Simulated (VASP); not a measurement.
Set up this calculation in VASP 6.6.1, as the native input.

| Property | Result |
| --- | --- |
| Task | relaxation of cell and atoms |
| Functional | PBE |
| Potentials or basis | VASP PAW PBE potentials, release 64 (Hf_pv, B) |
| Cutoff | 600 eV |
| k mesh | 12 × 12 × 10 |
| Occupations | methfessel-paxton, width 0.1 eV |
| Spin | no spin polarisation |
| Target pressure | 2 GPa |
| Dipole correction | no |
| Further INCAR settings | ALGO = Normal; EDIFF = 1e-06; IBRION = 2; EDIFFG = -0.01; NSW = 80; ISIF = 3 |

The structure of HfB2 lies in POSCAR:

```
HfB2
1.0
    3.1400000000      0.0000000000      0.0000000000
   -1.5700000000      2.7193200000      0.0000000000
    0.0000000000      0.0000000000      3.4800000000
Hf B
1 2
Direct
    0.0000000000      0.0000000000      0.0000000000
    0.3333333333      0.6666666667      0.5000000000
    0.6666666667      0.3333333333      0.5000000000
```

These files were run (other wordings do the same):

INCAR

```
SYSTEM = HfB2
ALGO     = Normal         ! electronic algorithm
EDIFF    = 1E-6           ! SCF threshold, eV
EDIFFG   = -0.01          ! ionic threshold
ENCUT    = 600            ! plane-wave cutoff, eV
GGA      = PE             ! functional
IBRION   = 2              ! ionic algorithm
ISIF     = 3              ! what is computed and relaxed
ISMEAR   = 1              ! smearing method
LASPH    = .TRUE.         ! aspherical terms in the spheres
LCHARG   = .FALSE.        ! write CHGCAR
LREAL    = .FALSE.        ! projectors in reciprocal space
LWAVE    = .FALSE.        ! write WAVECAR
NELM     = 80             ! most SCF steps
NSW      = 80             ! ionic steps
PREC     = Accurate       ! precision mode
PSTRESS  = 20.0         
SIGMA    = 0.1            ! smearing width, eV
```

KPOINTS

```
k-points
0
G
  12 12 10
  0 0 0
```

Potentials or basis: VASP PAW PBE potentials, release 64 (Hf_pv, B).

The run is started by

```console
$ cat potpaw_PBE.64/Hf_pv/POTCAR potpaw_PBE.64/B/POTCAR > POTCAR
$ mpirun -np 1 vasp_std > vasp.out
```

Results of the run:

```yaml
Relaxed_volume: 9.86 Å³/atom
Relaxed_cell: a = 3.135 Å, b = 3.135 Å, c = 3.476 Å, α = 90.00°, β = 90.00°, γ = 120.00°
Space_group_after_relaxing_to_0.1_Å: P6/mmm (No. 191)
Energy_change_on_relaxing_the_run_minimises_the_enthalpy: +0.4 meV/atom
Ionic_steps: 3
Pressure_after_relaxing: 2.0 GPa
Band_gap_on_the_k_mesh: zero (bands 8 and 9 overlap by 1.31 eV)
```

Caveat: the cell is relaxed towards a set pressure, so the run minimises the enthalpy, not the energy; spin-orbit coupling is left out, which moves the levels of the heavy elements.

Wall time 110 s on 1 thread of Intel(R) Xeon(R) Platinum 8259CL CPU @ 2.50GHz (Skylake/Cascade Lake), on a shared host, peak memory 0.2 GiB.
